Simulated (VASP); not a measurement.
A run of VASP 6.6.1 is set up as follows.

The input INCAR:

```
SYSTEM = Tc
PREC = Accurate
ENCUT = 520
EDIFF = 1E-6
ISMEAR = -1
SIGMA = 0.05
LREAL = .FALSE.
LASPH = .TRUE.
NELM = 60
ALGO = Normal
ISIF = 2
LWAVE = .FALSE.
LCHARG = .TRUE.
LELF = .TRUE.
LVHAR = .TRUE.
NBANDS = 12
```

File KPOINTS:

```
regular mesh
0
G
  9 9 9
  0 0 0
```

POSCAR

```
Tc
1.0
    0.0000000000      1.9055704334      1.9055704334
    1.9055704334      0.0000000000      1.9055704334
    1.9055704334      1.9055704334      0.0000000000
Tc
1
Direct
    0.0000000000      0.0000000000      0.0000000000
```

Potentials or basis: VASP PAW LDA potentials, release 64 (Tc_pv).

Launch:

```console
$ cat potpaw_LDA.64/Tc_pv/POTCAR > POTCAR
$ mpirun -np 1 vasp_std > vasp.out
```

(1) What does it give for the pressure?

Answers

(1) 0.1 GPa.
